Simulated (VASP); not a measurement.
Here is a VASP 6.6.1 calculation.

Contents of POSCAR:

```
MgO
1.0
    0.0000000000      2.0688416418      2.0688416418
    2.0688416418      0.0000000000      2.0688416418
    2.0688416418      2.0688416418      0.0000000000
Mg O
1 1
Direct
    0.0000000000      0.0000000000      0.0000000000
    0.5000000000      0.5000000000      0.5000000000
```

INCAR.step1

```
SYSTEM = MgO
PREC = Accurate
ENCUT = 520
ISMEAR = -1
SIGMA = 0.1
LREAL = .False.
LASPH = .True.
NELM = 60
NBANDS = 11
GGA = PE
ALGO = Normal
EDIFF = 1E-4
LWAVE = .True.
LCHARG = .False.
```

INCAR.step2

```
SYSTEM = MgO
PREC = Accurate
ENCUT = 520
EDIFF = 1E-6
ISMEAR = -1
SIGMA = 0.1
LREAL = .False.
LASPH = .True.
NELM = 60
ALGO = Normal
ISIF = 2
LWAVE = .False.
LCHARG = .True.
METAGGA = R2SCAN
LMIXTAU = .True.
LELF = .True.
LVHAR = .True.
NBANDS = 11
ISTART = 1
```

Contents of KPOINTS:

```
regular mesh
0
Gamma
  14 14 14
  0 0 0
```

Potentials or basis: VASP PAW PBE potentials, release 64 (Mg, O).

Launch:

```bash
$ cat potpaw_PBE.64/Mg/POTCAR potpaw_PBE.64/O/POTCAR > POTCAR
$ cp INCAR.step1 INCAR
$ mpirun -np 1 vasp_std > vasp.out
$ cp INCAR.step2 INCAR
$ mpirun -np 1 vasp_std > vasp.out
```

(1) What does it give for the band gap on the k mesh?

(2) What does it give for the pressure?

## Answers

(1) 6.16 eV.

(2) 7.7 GPa.

Caveat: the cell stands under pressure; the PAW data sets were made with another functional, which shifts forces and pressure a little.
